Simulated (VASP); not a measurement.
Wanted: the native input for a VASP 6.6.1 run.

| Quantity | Value |
| --- | --- |
| Task | single point |
| Functional | PBE |
| Potentials or basis | VASP PAW PBE potentials, release 64 (Mg, Cd, Te) |
| Cutoff | 520 eV |
| k mesh | 4 × 4 × 4 |
| Occupations | gaussian, width 0.02 eV |
| Spin | no spin polarisation |
| Dipole correction | no |
| Further INCAR settings | ALGO = Normal; EDIFF = 1e-07; NBANDS = 41 |

The structure of MgCd3Te4 lies in POSCAR:

```
MgCd3Te4
1.0
    6.5911452231      0.0000000000      0.0000000000
    0.0000000000      6.5911452231      0.0000000000
    0.0000000000      0.0000000000      6.5911452231
Mg Cd Te
1 3 4
Direct
    0.0000000000      0.0000000000      0.0000000000
    0.0000000000      0.5000000000      0.5000000000
    0.5000000000      0.0000000000      0.5000000000
    0.5000000000      0.5000000000      0.0000000000
    0.7527074182      0.7527074182      0.2472925818
    0.7527074182      0.2472925818      0.7527074182
    0.2472925818      0.7527074182      0.7527074182
    0.2472925818      0.2472925818      0.2472925818
```

One way to write it, as run:

INCAR

```
SYSTEM = MgCd3Te4
PREC = Accurate
ENCUT = 520
EDIFF = 1E-7
ISMEAR = 0
SIGMA = 0.02
LREAL = .False.
LASPH = .True.
NELM = 100
ALGO = Normal
ISIF = 2
LWAVE = .False.
LCHARG = .True.
GGA = PE
LELF = .True.
LVHAR = .True.
NBANDS = 41
```

KPOINTS

```
Automatic mesh
0
Gamma
  4 4 4
  0 0 0
```

Potentials or basis: VASP PAW PBE potentials, release 64 (Mg, Cd, Te).

Command:

```bash
$ cat potpaw_PBE.64/Mg/POTCAR potpaw_PBE.64/Cd/POTCAR potpaw_PBE.64/Te/POTCAR > POTCAR
$ mpirun -np 1 vasp_std > vasp.out
```

Results of the run:

```json
{
 "Pressure": "0.1 GPa",
 "Largest force": "0.021 eV/Å",
 "Band gap on the k mesh": "1.00 eV"
}
```

Caveat: spin-orbit coupling is left out, which moves the levels of the heavy elements.

It took 110 s on 1 thread of Intel(R) Xeon(R) Platinum 8488C (Sapphire Rapids) (shared host), peak memory 0.4 GiB.
